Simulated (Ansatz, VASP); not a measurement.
**One calculation of TaN, two programs**

```
Ta N
1.0
     0.00000    2.20810    2.20810
     2.20810    0.00000    2.20810
     2.20810    2.20810    0.00000
Ta N
1 1
Direct
  0.00000 0.00000 0.00000
  0.50000 0.50000 0.50000
```

Alike in both runs: functional PBE; k mesh 16 × 16 × 16; occupations gaussian, width 0.1 eV; no spin polarisation.

Ansatz relaxed the structure, and its values are those at the end. VASP's run is a single point on that final structure, the one shown.

|  | VASP | Ansatz |
| --- | --- | --- |
| version | VASP 6.6.1 | Ansatz 0.2.0 |
| potentials or method | VASP PAW PBE potentials, release 64 (Ta_pv, N), cutoff 600 eV | scalar-relativistic, plane waves, PAW |
| valence electrons in the cell | 16 | 18 |

|  | VASP | Ansatz | Ansatz less VASP |
| --- | --- | --- | --- |
| gap on the k mesh at the Fermi level (eV) | none | none | - |
| pressure (GPa) | 0.9 | 0.0 | -0.91 |

A gap of «none» marks a metal or a gap that the smearing closes. VASP's potentials hold 16 valence electrons a cell and Ansatz's 18, so a difference there can come from the potentials and not from the codes.

Neither program's run includes spin-orbit coupling.
